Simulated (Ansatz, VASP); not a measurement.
# One calculation of Ni, two programs

The input INCAR:

```
SYSTEM = Ni
PREC = Accurate ; ENCUT = 520
EDIFF = 1E-6 ; ISMEAR = -1
SIGMA = 0.08 ; LREAL = .False.
LASPH = .True. ; NELM = 150
ALGO = Normal ; ISIF = 2
LWAVE = .False. ; LCHARG = .True.
ISPIN = 2 ; MAGMOM = 1.5
LORBIT = 11 ; LMAXMIX = 4
GGA = PE ; LELF = .True.
LVHAR = .True. ; NBANDS = 15
```

Contents of KPOINTS:

```
regular mesh
0
Gamma
  18 18 18
  0 0 0
```

The input POSCAR:

```
Ni
1.0
   -1.4569566363      1.4009198426      1.4009198426
    1.4009198426     -1.4569566363      1.4009198426
    1.4009198426      1.4009198426     -1.4569566363
Ni
1
Direct
    0.0000000000      0.0000000000      0.0000000000
```

Input for Ansatz:

```yaml
crystal:
  lattice:
    - [-1.4569566363, 1.4009198426, 1.4009198426]
    - [1.4009198426, -1.4569566363, 1.4009198426]
    - [1.4009198426, 1.4009198426, -1.4569566363]
  atoms:
    - { symbol: Ni, position: [0.0, 0.0, 0.0], spin: 1.5 }
magnetization:
  spin_polarized: true
kpoints:
  mp_grid: { grid: [18, 18, 18] }
scf:
  occupations: { method: fermi_dirac, width: 0.08 }
hamiltonian:
  xc: pbe
  pseudopotentials: { kind: all_electron, lapw: { basis_error: 0.0005 } }
output:
  forces: true
  stress: true
  eigenvalues: true
```

Change from the starting cell: equal xy, yz and zx shear strains of -4 %.

Alike in both runs: task single point; functional PBE; k mesh 18 × 18 × 18; occupations fermi-dirac, width 0.08 eV; collinear spin.

```csv
,VASP,Ansatz
version,VASP 6.6.1,Ansatz 0.2.0
potentials or method,"VASP PAW PBE potentials, release 64 (Ni), cutoff 520 eV","all-electron LAPW, scalar-relativistic"
```

|  | VASP | Ansatz | Ansatz less VASP |
| --- | --- | --- | --- |
| pressure (GPa) | 1.1 | 1.2 | +0.07 |
| traceless stress, the component that is largest in VASP (GPa) | 6.60 | 6.75 | +0.150 |
| net moment per atom (μB) | 0.54 | 0.56 | +0.011 |
| size of the moment on the site where the two differ most (μB) | 0.55 | 0.58 | +0.030 |

Site moments also hang on the region over which each program counts them. Ansatz ran all-electron here, and VASP with PAW potentials.
